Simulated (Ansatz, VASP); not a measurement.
## H: VASP beside Ansatz

```
H
1.0
     2.58340    0.00000    0.00000
     0.00000    2.58340    0.00000
     0.00000    0.00000    0.95598
H
1
Direct
  0.00000 0.00000 0.50000
```

Change from the starting cell: strain -0.025 along x and y, -0.025 along z, atoms carried along.

Alike in both runs: task single point; functional LDA; k mesh 10 × 10 × 26; occupations gaussian, width 0.05 eV; no spin polarisation.

```csv
,VASP,Ansatz
version,VASP 6.6.1,Ansatz 0.2.0
potentials or method,"VASP PAW LDA potentials, release 64 (H), cutoff 520 eV","scalar-relativistic, plane waves, PAW"
valence electrons in the cell,1,1
```

VASP gave:

```
gap on the k mesh at the Fermi level (eV)                     : none
pressure (GPa)                                                : 4.7
traceless stress, the component that is largest in VASP (GPa) : 8.68
```

Task: Which values does Ansatz return?

Result: gap on the k mesh at the Fermi level (eV): none; pressure (GPa): 4.8; traceless stress, the component that is largest in VASP (GPa): 8.35.

LDA's correlation is that of Perdew and Zunger in VASP and of Perdew and Wang (1992) in Ansatz. A gap of «none» marks a metal or a gap that the smearing closes.
